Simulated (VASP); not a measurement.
**B15HN16 (a cell with a defect): single point with PBE**

B15HN16 (a cell with a defect):

```xyz
32
Lattice="-3.6241 3.6241 -3.6241 3.6241 3.6241 3.6241 3.6241 -3.6241 -3.6241" Properties=species:S:1:pos:R:3 pbc="T T T"
B    -0.0176   -0.0082    0.0162
B     3.6089   -1.7928   -1.8259
B     3.6150    0.0269   -0.0143
B     3.6086    1.7984    1.8202
B     1.8355   -1.7968   -3.6159
B     1.8267    1.7975   -0.0187
B     1.8087    3.6228    1.8112
B     0.0169    0.0161   -3.6103
B     0.0143    1.8033   -1.8382
B    -0.0130    3.6021    0.0089
B     3.6127    1.7990   -1.7877
B    -1.8213    1.7985   -3.6085
B    -1.8148    3.6250   -1.8094
B     1.7870    1.8025   -3.6111
B     1.8114    3.6226   -1.8100
N     0.8443   -0.9647   -0.8446
N     0.9134    0.8935    0.9035
N     4.5257   -0.8875   -0.9216
N     4.5459    0.9128    0.9247
N    -0.9012    0.8882   -0.9221
N     2.8006   -0.9853   -2.8050
N     2.8025    0.9871   -0.8267
N     2.7196    2.7275    0.9189
N     0.9228   -0.8901   -4.5267
N     0.8257    0.9908   -2.8009
N     0.9207    2.7146   -0.9241
N     0.9042    4.5220    0.9141
N    -0.9205    0.9098   -4.5392
N    -0.9250    2.7350   -2.7237
N    -0.9154    4.5228   -0.9053
N     2.7080    2.7173   -2.7086
H     1.4414   -0.3589   -1.4368
```

* Program: VASP 6.6.1
* Task: single point
* Functional: PBE
* Potentials or basis: VASP PAW PBE potentials, release 64 (B, N, H)
* Cutoff: 520 eV
* k mesh: 1 × 1 × 1, shifted
* Occupations: fermi-dirac, width 0.01 eV
* Spin: collinear spin
* Fixed moment: 1 μB
* Dipole correction: no
* Charge: -1
* Further INCAR settings: LREAL = Auto; ALGO = Normal; EDIFF = 1e-06; NBANDS = 89; ISYM = -1; NELECT = 127.0

| Item | Value |
| --- | --- |
| Largest force | 0.088 eV/Å |
| Net moment | 1.00 μB per cell |
| Site moments | B -0.00, +0.00, -0.01 (each value once); N +0.01, +0.03, +0.02, +0.19, +0.17, +0.18 (each value once); H -0.00 μB |
| Valence electrons inside the program's atomic spheres | B 2.06, 2.08 (each value once); N 4.06, 3.97, 3.98, 3.99 (each value once); H 0.70 |

Forces on the atoms (eV/Å):
```
B    0.003  0.004  0.002
B    0.031 -0.011 -0.047
B   -0.012 -0.081  0.002
B   -0.002  0.001 -0.004
B   -0.069  0.000  0.012
B    0.042  0.034  0.015
B   -0.003 -0.012 -0.003
B   -0.011  0.033 -0.028
B   -0.010 -0.004  0.087
B    0.027  0.011  0.011
B   -0.003  0.031 -0.022
B    0.001 -0.004  0.000
B   -0.009  0.010  0.001
B    0.024 -0.005 -0.030
B    0.008 -0.004  0.011
N    0.021  0.018 -0.020
N    0.024 -0.032 -0.015
N   -0.001  0.000  0.019
N   -0.028 -0.011 -0.045
N   -0.012  0.044  0.022
N    0.023  0.004  0.050
N   -0.055  0.040 -0.007
N    0.018  0.024  0.034
N   -0.004 -0.011 -0.001
N    0.004 -0.042 -0.028
N   -0.013  0.003 -0.002
N   -0.008 -0.008 -0.002
N   -0.032  0.014 -0.018
N    0.045 -0.026  0.011
N   -0.009  0.004  0.007
N    0.007 -0.003  0.009
H    0.002 -0.021 -0.021
```

Wall time 2.8 min on 1 thread of Intel(R) Xeon(R) Platinum 8259CL CPU @ 2.50GHz (Skylake/Cascade Lake), with other jobs on the host, peak memory 0.4 GiB.

Caveat: the cell carries a net charge on a neutralising background, which shifts energy and pressure; the total moment is fixed, so each spin has its own Fermi level and the state may be an excited one.
